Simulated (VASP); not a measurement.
# Cu (Fm-3m) in VASP: notebook, part 2 of 2

VASP 6.6.1. The steps go on from the part before.

### Step 4. Single point, r2SCAN

File POSCAR:

```
Cu
1.0
    0.0000000000      1.8075000000      1.8075000000
    1.8075000000      0.0000000000      1.8075000000
    1.8075000000      1.8075000000      0.0000000000
Cu
1
Direct
    0.0000000000      0.0000000000      0.0000000000
```

File INCAR.step1:

```
ALGO = Normal
EDIFF = 1E-5
ENCUT = 660
GGA = PE
GGA_COMPAT = False
ISMEAR = -1
LASPH = True
LCHARG = False
LREAL = False
LWAVE = True
NBANDS = 12
NELM = 120
PREC = Accurate
SIGMA = 0.1
```

File INCAR.step2:

```
ALGO = Normal
EDIFF = 1E-6
ENCUT = 660
GGA_COMPAT = False
ISIF = 2
ISMEAR = -1
ISTART = 1
LASPH = True
LCHARG = False
LMIXTAU = True
LREAL = False
LWAVE = False
METAGGA = R2SCAN
NBANDS = 12
NELM = 120
PREC = Accurate
SIGMA = 0.1
```

File KPOINTS:

```
k-points
0
Gamma
  10 10 10
```

Potentials or basis: VASP PAW PBE potentials, release 64 (Cu).

Launch:

```sh
$ cat potpaw_PBE.64/Cu/POTCAR > POTCAR
$ cp INCAR.step1 INCAR
$ mpirun -np 1 vasp_std > vasp.out
$ cp INCAR.step2 INCAR
$ mpirun -np 1 vasp_std > vasp.out
```

OUTCAR:

```text
EDIFF = 1E-6
   ENCUT = 660
   ISIF = 2
   ISMEAR = -1
   ISTART = 1
   LASPH = True
   LREAL = False
   METAGGA = R2SCAN
   NELM = 120
   PREC = Accurate

 ion  position               nearest neighbor table
   1  0.000  0.000  0.000-

  LATTYP: Found a face centered cubic cell.
 ALAT       =     3.6150000000

  Lattice vectors:

 A1 = (   0.0000000000,   1.8075000000,   1.8075000000)
 A2 = (   1.8075000000,   0.0000000000,   1.8075000000)
 A3 = (   1.8075000000,   1.8075000000,   0.0000000000)

Analysis of symmetry for initial positions (statically):
=====================================================================
 Subroutine PRICEL returns:
 Original cell was already a primitive cell.

 Routine SETGRP: Setting up the symmetry group for a
 face centered cubic supercell.

 Subroutine GETGRP returns: Found 48 space group operations
 (whereof 48 operations were pure point group operations)
 out of a pool of 48 trial point group operations.

The static configuration has the point symmetry O_h .

[... 166 lines left out ...]
  band No.  band energies     occupation
      1      -2.2733      2.00000
      2       4.2522      2.00000
      3       4.2522      2.00000
      4       4.2522      2.00000
      5       5.0668      2.00000
      6       5.0668      2.00000
      7      30.7811      0.00000
      8      33.8131      0.00000
      9      33.8131      0.00000
     10      33.8131      0.00000
     11      36.1951      0.00000
     12      36.1951      0.00000
[... 331 lines left out ...]
 k-point    24 :       0.4000    0.3000    0.0000
  band No.  band energies     occupation
      1       2.2253      2.00000
      2       3.1479      2.00000
      3       4.7942      2.00000
      4       5.2179      2.00000
      5       5.6178      2.00000
      6       6.2955      1.99992
      7      20.0665      0.00000
      8      20.9097      0.00000
      9      23.0766      0.00000
     10      27.1067      0.00000
     11      31.1067      0.00000
     12      46.5172      0.00000

 [... further k-points ...]

------------------------ aborting loop because EDIFF is reached ----------------------------------------

  FORCE on cell =-STRESS in cart. coord.  units (eV):
  Direction    XX          YY          ZZ          XY          YZ          ZX
  --------------------------------------------------------------------------------------
  -------------------------------------------------------------------------------------
  Total       -0.3137154     -0.3137154     -0.3137154      0.0000000      0.0000000      0.0000000
  in kB      -42.5580254    -42.5580254    -42.5580254      0.0000000      0.0000000      0.0000000
  external PRESSURE =     -42.5580254 kB  Pullay stress =       0.0000000 kB

 VOLUME and BASIS-vectors are now :
 -----------------------------------------------------------------------------
  energy-cutoff  :      660.00
  volume of cell :       11.81
      direct lattice vectors                 reciprocal lattice vectors
     0.000000000  1.807500000  1.807500000    -0.276625173  0.276625173  0.276625173
     1.807500000  0.000000000  1.807500000     0.276625173 -0.276625173  0.276625173
     1.807500000  1.807500000  0.000000000     0.276625173  0.276625173 -0.276625173

 POSITION                                       TOTAL-FORCE (eV/Angst)
 -----------------------------------------------------------------------------------
      0.00000      0.00000      0.00000         0.000000      0.000000      0.000000
 -----------------------------------------------------------------------------------
    total drift:                               -0.000000     -0.000000     -0.000000

  FREE ENERGIE OF THE ION-ELECTRON SYSTEM (eV)
  ---------------------------------------------------
  free  energy   TOTEN  =       -10.8163994628 eV

  energy  without entropy=      -10.8011050794  energy(sigma->0) =      -10.80875227
```

OUTCAR.step1:

```text
EDIFF = 1E-5
   ENCUT = 660
   GGA = PE
   ISMEAR = -1
   LASPH = True
[... 575 lines left out ...]

 POSITION                                       TOTAL-FORCE (eV/Angst)
 -----------------------------------------------------------------------------------
      0.00000      0.00000      0.00000         0.000000      0.000000      0.000000
 -----------------------------------------------------------------------------------
    total drift:                               -0.000000      0.000000     -0.000000

  FREE ENERGIE OF THE ION-ELECTRON SYSTEM (eV)
  ---------------------------------------------------
  free  energy   TOTEN  =        -3.7203140683 eV

  energy  without entropy=       -3.7043044442  energy(sigma->0) =       -3.71230926
```

Run time: 73 s. Hardware: 1 thread of AMD EPYC 7R43 (Zen 3), shared host; peak memory 0.11 GiB.

What came out:

* Free energy: -10.8164 eV
* Pressure: -4.3 GPa
* Band gap on the k mesh: zero (an odd number of electrons rules out a gap without spin polarisation)

Caveat: the cell stands under tension; the PAW data sets were made with another functional, which shifts forces and pressure a little.

### Step 5. Single point, r2SCAN

POSCAR is that of step 4.

File INCAR.step1:

```
SYSTEM = Cu
ALGO = Normal
EDIFF = 1E-5
ENCUT = 660
GGA = PE
GGA_COMPAT = .FALSE.
ISMEAR = -1
LASPH = .TRUE.
LCHARG = .FALSE.
LREAL = .FALSE.
LWAVE = .TRUE.
NBANDS = 12
NELM = 120
PREC = Accurate
SIGMA = 0.05
```

File INCAR.step2:

```
SYSTEM = Cu
ALGO = Normal
EDIFF = 1E-6
ENCUT = 660
GGA_COMPAT = .FALSE.
ISIF = 2
ISMEAR = -1
ISTART = 1
LASPH = .TRUE.
LCHARG = .FALSE.
LMIXTAU = .TRUE.
LREAL = .FALSE.
LWAVE = .FALSE.
METAGGA = R2SCAN
NBANDS = 12
NELM = 120
PREC = Accurate
SIGMA = 0.05
```

File KPOINTS:

```
k-points
0
G
  10 10 10
  0 0 0
```

Launch:

```sh
$ cat potpaw_PBE.64/Cu/POTCAR > POTCAR
$ cp INCAR.step1 INCAR
$ mpirun -np 1 vasp_std > vasp.out
$ cp INCAR.step2 INCAR
$ mpirun -np 1 vasp_std > vasp.out
```

Wall time 66 s (1 thread of AMD EPYC 7R43 (Zen 3), shared host); peak memory 0.11 GiB.

Results (log left out):

```
Free energy            : -10.8104 eV
Pressure               : -4.3 GPa
Band gap on the k mesh : zero (an odd number of electrons rules out a gap without spin polarisation)
```

Levels at points of the mesh, in eV from the Fermi level:
| k point | band 3 | band 4 | band 5 | band 6 | band 7 | band 8 | band 9 | band 10 |
| --- | --- | --- | --- | --- | --- | --- | --- | --- |
| (0.00, 0.00, 0.00) | -3.02 | -3.02 | -2.20 | -2.20 | 23.51 | 26.54 | 26.54 | 26.54 |
| (0.50, 0.00, 0.00) | -3.06 | -1.62 | -1.62 | -0.93 | 4.09 | 22.01 | 23.26 | 23.26 |
| (0.50, 0.50, 0.00) | -1.65 | -1.46 | -1.46 | 1.71 | 7.55 | 13.89 | 13.89 | 18.24 |

Caveat: the cell stands under tension; the PAW data sets were made with another functional, which shifts forces and pressure a little.

### Step 6. Single point, r2SCAN

POSCAR is that of step 5.

File INCAR.step1:

```
PREC     = Accurate       # precision mode
ENCUT    = 660            # plane-wave cutoff, eV
ISMEAR   = -1             # smearing method
SIGMA    = 0.025          # smearing width, eV
LREAL    = False          # projectors in reciprocal space
LASPH    = True           # aspherical terms in the spheres
NELM     = 120            # most SCF steps
NBANDS   = 12             # bands
GGA      = PE             # functional
ALGO     = Normal         # electronic algorithm
EDIFF    = 1E-5           # SCF threshold, eV
LWAVE    = True           # write WAVECAR
LCHARG   = False          # write CHGCAR
GGA_COMPAT= False
```

File INCAR.step2:

```
PREC     = Accurate       # precision mode
ENCUT    = 660            # plane-wave cutoff, eV
EDIFF    = 1E-6           # SCF threshold, eV
ISMEAR   = -1             # smearing method
SIGMA    = 0.025          # smearing width, eV
LREAL    = False          # projectors in reciprocal space
LASPH    = True           # aspherical terms in the spheres
NELM     = 120            # most SCF steps
ALGO     = Normal         # electronic algorithm
ISIF     = 2              # what is computed and relaxed
LWAVE    = False          # write WAVECAR
LCHARG   = False          # write CHGCAR
METAGGA  = R2SCAN         # meta-GGA
LMIXTAU  = True         
NBANDS   = 12             # bands
ISTART   = 1            
GGA_COMPAT= False
```

File KPOINTS:

```
Automatic mesh
0
Gamma
  10 10 10
```

Potentials or basis: VASP PAW PBE potentials, release 64 (Cu).

Launch:

```sh
$ cat potpaw_PBE.64/Cu/POTCAR > POTCAR
$ cp INCAR.step1 INCAR
$ mpirun -np 1 vasp_std > vasp.out
$ cp INCAR.step2 INCAR
$ mpirun -np 1 vasp_std > vasp.out
```

Wall time 75 s (1 thread of AMD EPYC 7R43 (Zen 3), shared host); peak memory 0.11 GiB.

Results (log left out):

```yaml
Free_energy: -10.8085 eV
Pressure: -4.1 GPa
Band_gap_on_the_k_mesh: zero (an odd number of electrons rules out a gap without spin polarisation)
```

Levels at points of the mesh, in eV from the Fermi level:
| k point | band 2 | band 3 | band 4 | band 5 | band 6 | band 7 | band 8 | band 9 | band 10 | band 11 |
| --- | --- | --- | --- | --- | --- | --- | --- | --- | --- | --- |
| (0.00, 0.00, 0.00) | -2.99 | -2.99 | -2.99 | -2.17 | -2.17 | 23.53 | 26.56 | 26.56 | 26.56 | 28.95 |
| (0.50, 0.00, 0.00) | -3.04 | -3.04 | -1.59 | -1.59 | -0.90 | 4.12 | 22.03 | 23.29 | 23.29 | 26.20 |
| (0.50, 0.50, 0.00) | -4.43 | -1.62 | -1.43 | -1.43 | 1.73 | 7.58 | 13.91 | 13.91 | 18.26 | 21.29 |

Caveat: the cell stands under tension; the PAW data sets were made with another functional, which shifts forces and pressure a little.

### Step 7. Summary

```csv
smearing,gap on the mesh (eV),pressure (GPa)
fermi-dirac 0.25 eV,none,-4.0
fermi-dirac 0.15 eV,none,-4.2
fermi-dirac 0.1 eV,none,-4.3
fermi-dirac 0.05 eV,none,-4.3
fermi-dirac 0.025 eV,none,-4.1
```

Alike in all rows: task single point; level r2SCAN; potentials or basis VASP PAW PBE potentials, release 64 (Cu); no spin polarisation; cell as given; k mesh 10 × 10 × 10; cutoff (eV) 660.

Caveats: the cell stands under tension; the PAW data sets were made with another functional, which shifts forces and pressure a little.

Absolute energies hang on the potentials; compare differences alone.
